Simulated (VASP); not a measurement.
Write the native input for VASP 6.6.1 that does the following.

| Property | Result |
| --- | --- |
| Task | single point |
| Functional | LDA |
| Potentials or basis | VASP PAW LDA potentials, release 64 (Al) |
| Cutoff | 520 eV |
| k mesh | 18 × 18 × 18 |
| Occupations | gaussian, width 0.1 eV |
| Spin | no spin polarisation |
| Dipole correction | no |
| Further INCAR settings | ALGO = Normal; EDIFF = 1e-06; NBANDS = 8 |

The structure of Al lies in POSCAR:

```
Al
1.0
    0.0000000000      1.9917807488      1.9917807488
    1.9917807488      0.0000000000      1.9917807488
    1.9917807488      1.9917807488      0.0000000000
Al
1
Direct
    0.0000000000      0.0000000000      0.0000000000
```

The input as run:

INCAR

```
PREC     = Accurate       # precision mode
ENCUT    = 520            # plane-wave cutoff, eV
EDIFF    = 1E-6           # SCF threshold, eV
ISMEAR   = 0              # smearing method
SIGMA    = 0.1            # smearing width, eV
LREAL    = F              # projectors in reciprocal space
LASPH    = T              # aspherical terms in the spheres
NELM     = 80             # most SCF steps
ALGO     = Normal         # electronic algorithm
ISIF     = 2              # what is computed and relaxed
LWAVE    = F              # write WAVECAR
LCHARG   = F              # write CHGCAR
NBANDS   = 8              # bands
```

KPOINTS

```
regular mesh
0
Gamma
  18 18 18
```

Potentials or basis: VASP PAW LDA potentials, release 64 (Al).

Command:

```sh
$ cat potpaw_LDA.64/Al/POTCAR > POTCAR
$ mpirun -np 1 vasp_std > vasp.out
```

Results of the run:

```json
{
 "Pressure": "0.1 GPa"
}
```

Wall time 13 s on 1 thread of AMD EPYC 9R14 (Zen 4) (shared host), peak memory 0.1 GiB.
